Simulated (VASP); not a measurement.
# ZnSe (Stilleite): relaxation of cell and atoms with PBEsol

Crystal: ZnSe (Stilleite).

```
CELL_PARAMETERS angstrom
0.00000 2.83380 2.83380
2.83380 0.00000 2.83380
2.83380 2.83380 0.00000
ATOMIC_POSITIONS crystal
Se 0.75000 0.75000 0.75000
Zn 0.00000 0.00000 0.00000
```

- Program: VASP 6.6.1
- Task: relaxation of cell and atoms
- Functional: PBEsol
- Potentials or basis: VASP PAW PBE potentials, release 64 (Se, Zn)
- Cutoff: 600 eV
- k mesh: 8 × 8 × 8
- Occupations: fermi-dirac, width 0.05 eV
- Spin: no spin polarisation
- Dipole correction: no
- Further INCAR settings: ALGO = Normal; EDIFF = 1e-07; IBRION = 2; EDIFFG = -0.01; NSW = 60; ISIF = 3

The relaxed volume is 22.43 Å³/atom and the relaxed cell is a = 3.988 Å, b = 3.988 Å, c = 3.988 Å, α = 60.00°, β = 60.00°, γ = 60.00°. The space group after relaxing (to 0.05 Å) is F-43m (No. 216). The energy gained by relaxing is 0.9 meV/atom, the ionic steps are 3 and the pressure after relaxing is 0.0 GPa. The band gap on the k mesh is 1.23 eV, direct.

The path:
| step | energy change (eV) | largest force (eV/Å) | pressure (GPa) | volume (Å³) |
| --- | --- | --- | --- | --- |
| 1 | 0.0000 | 0.0000 | -0.90 | 45.51 |
| 2 | -0.0017 | 0.0000 | 0.28 | 44.67 |
| 3 | -0.0019 | 0.0000 | 0.00 | 44.86 |

Final structure:
```
Se Zn
1.0
     0.00000    2.82024    2.82024
     2.82024    0.00000    2.82024
     2.82024    2.82024    0.00000
Se Zn
1 1
Direct
  0.75000 0.75000 0.75000
  0.00000 0.00000 0.00000
```

Levels at points of the mesh, in eV from the valence-band top:
| k point | band 5 | band 6 | band 7 | band 8 | band 9 | band 10 | band 11 | band 12 | band 13 |
| --- | --- | --- | --- | --- | --- | --- | --- | --- | --- |
| (0.00, 0.00, 0.00) | -6.23 | -6.23 | 0.00 | 0.00 | 0.00 | 1.23 | 5.73 | 5.73 | 5.73 |
| (0.50, 0.00, 0.00) | -6.21 | -6.06 | -5.38 | -0.90 | -0.90 | 2.47 | 6.30 | 6.30 | 8.44 |
| (0.50, 0.50, 0.00) | -6.18 | -6.04 | -4.85 | -2.26 | -2.26 | 2.80 | 3.37 | 10.71 | 11.27 |

Run time: 89 s on 1 thread of AMD EPYC 7R13 (shared host), peak memory 0.17 GiB.

Caveat: the PAW data sets were made with another functional, which shifts forces and pressure a little. Expect the measured gap to be larger: semilocal functionals such as PBEsol lack the derivative discontinuity.
